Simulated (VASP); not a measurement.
# ZnS (F222) in VASP: a series of runs

The runs below take ZnS through single point, with r2SCAN.

Everything below comes from runs of VASP 6.6.1. Logs are shortened: lines on timing, memory, paths and dates and some standing lists are left out, and cuts for length are marked.

### Step 1. The cell of the first run

It takes space group F222 (No. 22, orthorhombic). The conventional cell has a = 5.301 Å, b = 5.409 Å, c = 5.517 Å, α = 90.00°, β = 90.00°, γ = 90.00°. Within 3.1 Å of Zn (site symmetry 222) lie 4 S at 2.34 Å. Within 3.1 Å of S (site symmetry 222) lie 4 Zn at 2.34 Å.

### Step 2. Single point, r2SCAN (strain -0.0200 x Voigt [1, -1, 0, 0, 0, 0])

The input, POSCAR:

```
ZnS
1.0
    0.0000000000      2.7587430000      2.7046500000
    2.6505570000      0.0000000000      2.7046500000
    2.6505570000      2.7587430000      0.0000000000
Zn S
1 1
Direct
    0.0000000000      0.0000000000      0.0000000000
    0.7500000000      0.7500000000      0.7500000000
```

The input, INCAR.step1:

```
PREC = Accurate ; ENCUT = 520
ISMEAR = 0 ; SIGMA = 0.05
LREAL = F ; LASPH = T
NELM = 60 ; NBANDS = 16
GGA = PE ; ALGO = Normal
EDIFF = 1E-4 ; LWAVE = T
LCHARG = F
```

The input, INCAR.step2:

```
PREC = Accurate ; ENCUT = 520
EDIFF = 1E-6 ; ISMEAR = 0
SIGMA = 0.05 ; LREAL = F
LASPH = T ; NELM = 60
ALGO = Normal ; ISIF = 2
LWAVE = F ; LCHARG = T
METAGGA = R2SCAN ; LMIXTAU = T
LELF = T ; LVHAR = T
NBANDS = 16 ; ISTART = 1
```

The input, KPOINTS:

```
regular mesh
0
Gamma
  8 8 8
```

Potentials or basis: VASP PAW PBE potentials, release 64 (Zn, S).

On the command line:

```console
$ cat potpaw_PBE.64/Zn/POTCAR potpaw_PBE.64/S/POTCAR > POTCAR
$ cp INCAR.step1 INCAR
$ mpirun -np 1 vasp_std > vasp.out
$ cp INCAR.step2 INCAR
$ mpirun -np 1 vasp_std > vasp.out
```

OUTCAR:

```text
PREC = Accurate
   ENCUT = 520
   EDIFF = 1E-6
   ISMEAR = 0
   LREAL = F
   LASPH = T
   NELM = 60
   ISIF = 2
   METAGGA = R2SCAN
   ISTART = 1

 ion  position               nearest neighbor table
   1  0.000  0.000  0.000-   2 2.34   2 2.34   2 2.34   2 2.34
   2  0.750  0.750  0.750-   1 2.34   1 2.34   1 2.34   1 2.34

  LATTYP: Found a face centered orthorhombic cell.
 ALAT       =     5.3011140000
 B/A-ratio  =     1.0204081633
 C/A-ratio  =     1.0408163265

  Lattice vectors:

 A1 = (   0.0000000000,   2.7587430000,  -2.7046500000)
 A2 = (   2.6505570000,   2.7587430000,   0.0000000000)
 A3 = (   2.6505570000,   0.0000000000,  -2.7046500000)

Analysis of symmetry for initial positions (statically):
=====================================================================
 Subroutine PRICEL returns:
 Original cell was already a primitive cell.

 Routine SETGRP: Setting up the symmetry group for a
 face centered orthorhombic supercell.

 Subroutine GETGRP returns: Found  4 space group operations
 (whereof  4 operations were pure point group operations)
 out of a pool of  8 trial point group operations.

The static configuration has the point symmetry D_2 .

Analysis of symmetry for dynamics (positions and initial velocities):
=====================================================================
 Subroutine PRICEL returns:
 Original cell was already a primitive cell.

 Routine SETGRP: Setting up the symmetry group for a
 face centered orthorhombic supercell.

 Subroutine GETGRP returns: Found  4 space group operations
 (whereof  4 operations were pure point group operations)
 out of a pool of  8 trial point group operations.

The dynamic configuration has the point symmetry D_2 .

 Subroutine INISYM returns: Found  4 space group operations
 (whereof  4 operations are pure point group operations),
 and found     1 'primitive' translations

----------------------------------------------------------------------------------------

                                     Primitive cell

  volume of cell :      39.5539

  direct lattice vectors                    reciprocal lattice vectors
     0.000000000  2.758743000  2.704650000    -0.188639595  0.181241964  0.184866803
     2.650557000  0.000000000  2.704650000     0.188639595 -0.181241964  0.184866803
     2.650557000  2.758743000  0.000000000     0.188639595  0.181241964 -0.184866803

  length of vectors
     3.863391588  3.786896359  3.825717626     0.320326836  0.320326836  0.320326836

  position of ions in fractional coordinates (direct lattice)
     0.000000000  0.000000000  0.000000000
     0.750000000  0.750000000  0.750000000

  ion indices of the primitive-cell ions
   primitive index   ion index
                 1           1
                 2           2

----------------------------------------------------------------------------------------

 KPOINTS: regular mesh

Automatic generation of k-mesh.
 Grid dimensions read from file:
 generate k-points for:    8    8    8

 Generating k-lattice:

  Cartesian coordinates                     Fractional coordinates (reciprocal lattice)
    -0.023579949  0.022655246  0.023108350     0.125000000  0.000000000  0.000000000
     0.023579949 -0.022655246  0.023108350     0.000000000  0.125000000  0.000000000
     0.023579949  0.022655246 -0.023108350     0.000000000  0.000000000  0.125000000

  Length of vectors
     0.040040854  0.040040854  0.040040854

  Shift w.r.t. Gamma in fractional coordinates (k-lattice)
     0.000000000  0.000000000  0.000000000

 Subroutine IBZKPT returns following result:
 ===========================================

 Found     95 irreducible k-points:

 Following reciprocal coordinates:
            Coordinates               Weight
  0.000000  0.000000  0.000000      1.000000
  0.125000 -0.000000 -0.000000      8.000000
  0.250000 -0.000000 -0.000000      8.000000
  0.375000  0.000000 -0.000000      8.000000
  0.500000 -0.000000 -0.000000      4.000000
  0.125000  0.125000  0.000000      2.000000
[... 16 lines left out ...]
  0.250000 -0.000000  0.125000      8.000000
  0.375000  0.000000  0.125000      8.000000
 [... further k-points ...]
   k-points           NKPTS =     95   k-points in BZ     NKDIM =     95   number of bands    NBANDS=     16
   number of dos      NEDOS =    301   number of ions     NIONS =      2
   total plane-waves  NPLWV =  23520
   dimension x,y,z NGX =    30 NGY =   28 NGZ =   28
   dimension x,y,z NGXF=    60 NGYF=   56 NGZF=   56
   ions per type =               1   1
   NGX,Y,Z   is equivalent  to a cutoff of  12.91, 12.29, 12.17 a.u.
   NGXF,Y,Z  is equivalent  to a cutoff of  25.82, 24.58, 24.33 a.u.
 SYSTEM =  unknown system
   PREC   = accura    normal or accurate (medium, high low for compatibility)
   ISTART =      1    job   : 0-new  1-cont  2-samecut
   ICHARG =      0    charge: 1-file 2-atom 10-const
   ISPIN  =      1    spin polarized calculation?
   LNONCOLLINEAR =      F non collinear calculations
   LSORBIT =      F    spin-orbit coupling
   LASPH  =      T    aspherical Exc in radial PAW
   ENCUT  =  520.0 eV  38.22 Ry    6.18 a.u.   7.18  7.04  7.11*2*pi/ulx,y,z
   NELM   =     60;   NELMIN=  2; NELMDL=  0     # of ELM steps
   EDIFF  = 0.1E-05   stopping-criterion for ELM
   LREAL  =      F    real-space projection
   EDIFFG = 0.1E-04   stopping-criterion for IOM
   NSW    =      0    number of steps for IOM
   IBRION =     -1    ionic relax: 0-MD 1-quasi-New 2-CG
   NFREE  =      0    steps in history (QN), initial steepest desc. (CG)
   ISIF   =      2    stress and relaxation
   ISYM   =      2    0-nonsym 1-usesym 2-fastsym
   POTIM  = 0.5000    time-step for ionic-motion
   TEBEG  =    0.0;   TEEND  =   0.0 temperature during run
   PSTRESS=    0.0 pullay stress
   NELECT =      18.0000    total number of electrons
   NUPDOWN=      -1.0000    fix difference up-down
   EMIN   =  10.00;   EMAX   =-10.00  energy-range for DOS
   EFERMI =   0.00;   METHOD = LEGACY
   ISMEAR =     0;   SIGMA  =   0.05  broadening in eV -4-tet -1-fermi 0-gaus
   EFERMI_NEDOS =   21; number of points for ismear=-14 and -15
   IALGO  =     38    algorithm
   IMIX   =      4    mixing-type and parameters
     AMIX     =   0.40;   BMIX     =  1.00
     AMIX_MAG =   1.60;   BMIX_MAG =  1.00
  volume/ion in A,a.u.               =      19.78       133.46
  Fermi-wavevector in a.u.,A,eV,Ry     =   1.259223  2.379586 21.573963  1.585642
  Thomas-Fermi vector in A             =   2.392793
   LORBIT       =      0    0 simple, 1 ext, 2 COOP (PROOUT), +10 PAW based schemes
   METAGGA = R2SCAN    functional components
   LHFCALC =     F    Hartree Fock is set to
   AEXX    =    0.0000 exact exchange contribution
   IVDW    =     0    specifies the selected vdW correction
   LEPSILON=     F    determine dielectric tensor
   LRPA    =     F    only Hartree local field effects (RPA)
 non-spin polarized calculation
 Gauss-broadening in eV      SIGMA  =   0.05
  energy-cutoff  :      520.00
  volume of cell :       39.55
 maximum number of plane-waves:      1078
 NGX is ok and might be reduce to    30
   NGX = 15   NGY = 15   NGZ = 15

 number of electron      18.0000011 magnetization

 Free energy of the ion-electron system (eV)
  ---------------------------------------------------
  ext. energy  EPLUGINS =         0.00000000
  ---------------------------------------------------
  free energy    TOTEN  =       -18.86115067 eV

  energy without entropy =      -18.86115067  energy(sigma->0) =      -18.86115067

 E-fermi :   2.1117     XC(G=0): -10.2719

 val. band max:        1.8746761258   @ k =   0.0000   0.0000   0.0000
 cond. band min:       4.4647278018   @ k =   0.0000   0.0000   0.0000
 fundamental gap:      2.5900516760
 Fermi energy:         2.1117326205

 k-point     1 :       0.0000    0.0000    0.0000
  band No.  band energies     occupation
      1     -11.8472      2.00000
      2      -4.6925      2.00000
      3      -4.6797      2.00000
      4      -4.6689      2.00000
      5      -4.1445      2.00000
      6      -4.1358      2.00000
[... 8 lines left out ...]
     15      14.2873      0.00000
     16      14.4464      0.00000

 k-point     2 :       0.1250   -0.0000   -0.0000
  band No.  band energies     occupation
      1     -11.7282      2.00000
      2      -4.6816      2.00000
      3      -4.6628      2.00000
      4      -4.6491      2.00000
      5      -4.1448      2.00000
      6      -4.1384      2.00000
[... 8 lines left out ...]
     15      13.7057      0.00000
     16      15.1515      0.00000

 k-point     3 :       0.2500   -0.0000   -0.0000
  band No.  band energies     occupation
      1     -11.4180      2.00000
      2      -4.6305      2.00000
      3      -4.6139      2.00000
      4      -4.5968      2.00000
      5      -4.1386      2.00000
      6      -4.1380      2.00000
[... 8 lines left out ...]
     15      13.3763      0.00000
     16      14.6446      0.00000

 k-point     4 :       0.3750    0.0000   -0.0000
  band No.  band energies     occupation
      1     -11.0667      2.00000
      2      -4.5835      2.00000
      3      -4.5575      2.00000
      4      -4.3906      2.00000
      5      -4.1266      2.00000
      6      -4.1168      2.00000
[... 8 lines left out ...]
     15      14.4776      0.00000
     16      14.6295      0.00000
[... 324 lines left out ...]
 k-point    22 :       0.1250    0.0000    0.1250
  band No.  band energies     occupation
      1     -11.6941      2.00000
      2      -4.7075      2.00000
      3      -4.6394      2.00000
      4      -4.6262      2.00000
      5      -4.1611      2.00000
      6      -4.1261      2.00000
[... 8 lines left out ...]
     15      14.5408      0.00000
     16      15.5887      0.00000

 k-point    23 :       0.2500   -0.0000    0.1250
  band No.  band energies     occupation
      1     -11.4511      2.00000
      2      -4.6910      2.00000
      3      -4.5888      2.00000
      4      -4.5732      2.00000
      5      -4.1688      2.00000
      6      -4.1179      2.00000
[... 8 lines left out ...]
     15      14.4311      0.00000
     16      16.2038      0.00000

 k-point    24 :       0.3750    0.0000    0.1250
  band No.  band energies     occupation
      1     -11.1089      2.00000
      2      -4.6091      2.00000
      3      -4.5322      2.00000
      4      -4.4661      2.00000
      5      -4.1450      2.00000
      6      -4.1097      2.00000
[... 8 lines left out ...]
     15      15.0654      0.00000
     16      15.5191      0.00000

 [... further k-points ...]

------------------------ aborting loop because EDIFF is reached ----------------------------------------

  FORCE on cell =-STRESS in cart. coord.  units (eV):
  Direction    XX          YY          ZZ          XY          YZ          ZX
  --------------------------------------------------------------------------------------
  -------------------------------------------------------------------------------------
  Total       -0.0095195     -0.4417385     -0.1876018      0.0000000      0.0000000      0.0000000
  in kB       -0.3855973    -17.8931314     -7.5990305      0.0000000      0.0000000      0.0000000
  external PRESSURE =      -8.6259197 kB  Pullay stress =       0.0000000 kB

 VOLUME and BASIS-vectors are now :
 -----------------------------------------------------------------------------
  energy-cutoff  :      520.00
  volume of cell :       39.55
      direct lattice vectors                 reciprocal lattice vectors
     0.000000000  2.758743000  2.704650000    -0.188639595  0.181241964  0.184866803
     2.650557000  0.000000000  2.704650000     0.188639595 -0.181241964  0.184866803
     2.650557000  2.758743000  0.000000000     0.188639595  0.181241964 -0.184866803

 POSITION                                       TOTAL-FORCE (eV/Angst)
 -----------------------------------------------------------------------------------
      0.00000      0.00000      0.00000        -0.000000     -0.000000     -0.000000
      3.97584      4.13811      4.05697         0.000000      0.000000      0.000000
 -----------------------------------------------------------------------------------
    total drift:                                0.000187     -0.000293     -0.000500

  FREE ENERGIE OF THE ION-ELECTRON SYSTEM (eV)
  ---------------------------------------------------
  free  energy   TOTEN  =       -18.8611506713 eV

  energy  without entropy=      -18.8611506713  energy(sigma->0) =      -18.86115067
```

Wall time 2.9 min (1 thread of Intel Xeon Platinum 8488C (Sapphire Rapids), shared host); peak memory 0.19 GiB.

What came out:

- Free energy: -18.8612 eV
- Pressure: -0.9 GPa
- Band gap on the k mesh: 2.59 eV, direct

Levels at points of the mesh, in eV from the valence-band top:
```csv
k point,band 5,band 6,band 7,band 8,band 9,band 10,band 11,band 12,band 13,band 14
"(0.00, 0.00, 0.00)",-6.02,-6.01,-0.14,-0.06,0.00,2.59,6.84,6.85,6.85,11.91
"(0.50, 0.00, 0.00)",-5.98,-5.82,-5.44,-1.05,-0.85,3.72,7.19,7.50,9.35,12.76
"(0.50, 0.50, 0.00)",-5.94,-5.80,-4.67,-2.38,-2.29,3.67,4.42,11.65,12.50,12.81
"(0.50, 0.00, 0.50)",-5.94,-5.83,-4.79,-2.25,-2.21,3.78,4.62,11.43,12.68,12.84
"(0.00, 0.50, 0.50)",-5.93,-5.77,-4.55,-2.46,-2.42,3.56,4.21,11.90,12.59,12.75
```

Caveat: the cell differs from its parent crystal (strain -0.0200 x Voigt [1, -1, 0, 0, 0, 0]); the PAW data sets were made with another functional, which shifts forces and pressure a little.

### Step 3. Single point, r2SCAN (strain +0.0100 x Voigt [1, -1, 0, 0, 0, 0])

The input, POSCAR:

```
ZnS
1.0
    0.0000000000      2.6776035000      2.7046500000
    2.7316965000      0.0000000000      2.7046500000
    2.7316965000      2.6776035000      0.0000000000
Zn S
1 1
Direct
    0.0000000000      0.0000000000      0.0000000000
    0.7500000000      0.7500000000      0.7500000000
```

The input, INCAR.step1:

```
  PREC = Accurate
  ENCUT = 520
  ISMEAR = 0
  SIGMA = 0.05
  LREAL = False
  LASPH = True
  NELM = 100
  NBANDS = 16
  GGA = PE
  ALGO = Normal
  EDIFF = 1E-4
  LWAVE = True
  LCHARG = False
```

The input, INCAR.step2:

```
  PREC = Accurate
  ENCUT = 520
  EDIFF = 1E-6
  ISMEAR = 0
  SIGMA = 0.05
  LREAL = False
  LASPH = True
  NELM = 100
  ALGO = Normal
  ISIF = 2
  LWAVE = False
  LCHARG = True
  METAGGA = R2SCAN
  LMIXTAU = True
  LELF = True
  LVHAR = True
  NBANDS = 16
  ISTART = 1
```

KPOINTS is that of step 2.

Potentials or basis: VASP PAW PBE potentials, release 64 (Zn, S).

On the command line:

```console
$ cat potpaw_PBE.64/Zn/POTCAR potpaw_PBE.64/S/POTCAR > POTCAR
$ cp INCAR.step1 INCAR
$ mpirun -np 1 vasp_std > vasp.out
$ cp INCAR.step2 INCAR
$ mpirun -np 1 vasp_std > vasp.out
```

Run time: 2.6 min. Hardware: 1 thread of Intel Xeon Platinum 8488C (Sapphire Rapids), shared host; peak memory 0.2 GiB.

It converged, with:

| Property | Result |
| --- | --- |
| Free energy | -18.8643 eV |
| Pressure | -0.9 GPa |
| Band gap on the k mesh | 2.63 eV, direct |

Stress tensor (GPa, compression positive):
```
-1.30  0.00  0.00
 0.00 -0.45  0.00
 0.00  0.00 -0.81
```

Levels at points of the mesh, in eV from the valence-band top:
```
           k point  band 7  band 8  band 9  band 10  band 11  band 12
(0.00, 0.00, 0.00)   -0.07   -0.03    0.00     2.63     6.87     6.87
(0.50, 0.00, 0.00)   -5.41   -0.97   -0.87     3.77     7.29     7.44
(0.50, 0.50, 0.00)   -4.64   -2.33   -2.28     3.70     4.45    11.70
(0.50, 0.00, 0.50)   -4.58   -2.37   -2.35     3.65     4.35    11.82
(0.00, 0.50, 0.50)   -4.70   -2.26   -2.24     3.75     4.55    11.58
```

Caveat: the cell differs from its parent crystal (strain +0.0100 x Voigt [1, -1, 0, 0, 0, 0]); the PAW data sets were made with another functional, which shifts forces and pressure a little.
